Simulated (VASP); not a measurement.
Runs of VASP 6.6.1 on NiI3. The structure is that of space group Pm-3m (No. 221), or close to it. The cells are those of the table. 

```tsv
cell	gap on the mesh (eV)	pressure (GPa)	moment (μB)
a = 5.213 Å, 4 atoms	none	(b)	0.02
a = 5.157 Å, 4 atoms	none	1.6	0.00
a = 5.193 Å, 4 atoms	none	(a)	0.01
a = 5.228 Å, 4 atoms	none	0.0	0.01
```

Alike in all rows: task single point; level PBEsol; potentials or basis VASP PAW PBE potentials, release 64 (Ni, I); spin collinear, ferromagnetic start; k mesh 6 × 6 × 6; cutoff (eV) 520; smearing gaussian 0.05 eV.

**Question.** Fill in the values left out.

**Answer.** (a) 0.7; (b) 0.3.

Caveats: the PAW data sets were made with another functional, which shifts forces and pressure a little; spin-orbit coupling is left out, which moves the levels of the heavy elements; semilocal functionals often make such compounds metallic where correlation or magnetic order opens a gap, which also shifts bond lengths.

A k mesh can miss the band edges, and the runs leave out spin-orbit coupling on I.

A gap of «none» marks levels without a gap at the run's occupations.
